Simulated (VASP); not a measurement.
**SnO2 (rutile type): single point with PBE**

The system is SnO2 (rutile type).

```
CELL_PARAMETERS angstrom
4.13393 0.00000 0.00000
0.00000 4.13393 0.00000
0.00000 0.00000 3.05521
ATOMIC_POSITIONS crystal
Sn 0.00000 0.00000 0.00000
Sn 0.50000 0.50000 0.50000
O 0.30892 0.30892 0.00000
O 0.69108 0.69108 0.00000
O 0.80892 0.19108 0.50000
O 0.19108 0.80892 0.50000
```

* Program: VASP 6.6.1
* Task: single point
* Functional: PBE
* Potentials or basis: VASP PAW PBE potentials, release 64 (Sn_d, O)
* Cutoff: 520 eV
* k mesh: 8 × 8 × 12
* Occupations: fermi-dirac, width 0.08 eV
* Spin: no spin polarisation
* Dipole correction: no
* Further INCAR settings: ALGO = Normal; EDIFF = 1e-07; NBANDS = 35

| Item | Value |
| --- | --- |
| Pressure | 150.9 GPa |
| Largest force | 0.092 eV/Å |
| Band gap on the k mesh | 4.89 eV, indirect (least direct gap 5.33 eV) |

Forces in eV/Å, atoms in the order of the input:
```
Sn   0.000  0.000  0.000
Sn   0.000  0.000  0.000
O   -0.065 -0.065  0.000
O    0.065  0.065  0.000
O   -0.065  0.065  0.000
O    0.065 -0.065  0.000
```

Stress tensor (GPa, compression positive):
```
150.34   0.00   0.00
  0.00 150.34   0.00
  0.00   0.00 151.87
```

Levels at points of the mesh, in eV from the valence-band top:
```tsv
k point	band 22	band 23	band 24	band 25	band 26	band 27	band 28	band 29	band 30	band 31
(0.00, 0.00, 0.00)	-1.33	-1.33	-1.27	-1.27	-0.44	4.89	7.03	7.03	7.44	12.31
(0.50, 0.00, 0.00)	-2.39	-1.42	-1.42	-0.93	-0.93	7.72	7.72	8.00	8.00	14.27
(0.50, 0.50, 0.00)	-2.87	-1.53	-1.53	-1.27	-1.27	8.02	8.02	9.34	9.34	12.62
(0.00, 0.00, 0.50)	-2.97	-2.71	-2.71	-2.05	-2.05	10.03	10.03	11.62	11.62	11.76
(0.50, 0.00, 0.50)	-2.49	-1.97	-1.97	0.00	0.00	10.68	10.68	10.75	10.75	13.09
(0.50, 0.50, 0.50)	-2.06	-1.56	-1.56	-1.36	-1.36	8.79	8.79	9.84	9.84	12.97
```

Run time: 110 s on 1 thread of Intel(R) Xeon(R) Platinum 8259CL CPU @ 2.50GHz (Skylake/Cascade Lake), with other jobs on the host, peak memory 0.27 GiB.

Caveat: spin-orbit coupling is left out, which moves the levels of the heavy elements. A k mesh can miss the band edges.
